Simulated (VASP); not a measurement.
Crystal: Ge.

```
CELL_PARAMETERS angstrom
0.00000 2.82877 2.82877
2.82877 0.00000 2.82877
2.82877 2.82877 0.00000
ATOMIC_POSITIONS crystal
Ge 0.50000 0.50000 0.50000
Ge 0.75000 0.75000 0.75000
```

Base run:

```yaml
Program: VASP 6.6.1
Functional: r2SCAN
Potentials_or_basis: VASP PAW PBE potentials, release 64 (Ge_d)
Cutoff: 520 eV
k_mesh: 11 × 11 × 11
Occupations: fermi-dirac, width 0.05 eV
Spin: no spin polarisation
```

Its results: band gap on the k mesh 0.41 eV; pressure 0.7 GPa.

Task: The run is repeated on the same cell with these changes: functional from r2SCAN to LDA; potentials or basis from VASP PAW PBE potentials, release 64 (Ge_d) to VASP PAW LDA potentials, release 64 (Ge_d). What comes out?

Result: Band gap on the k mesh zero (filled and empty bands touch); pressure -1.2 GPa.

Caveats: the PAW data sets were made with another functional, which shifts forces and pressure a little (at least some runs); an odd mesh through Γ misses points on the zone boundary, where band edges can lie (at least some runs); semilocal functionals underestimate gaps, so a narrow gap can read as zero (at least some runs).
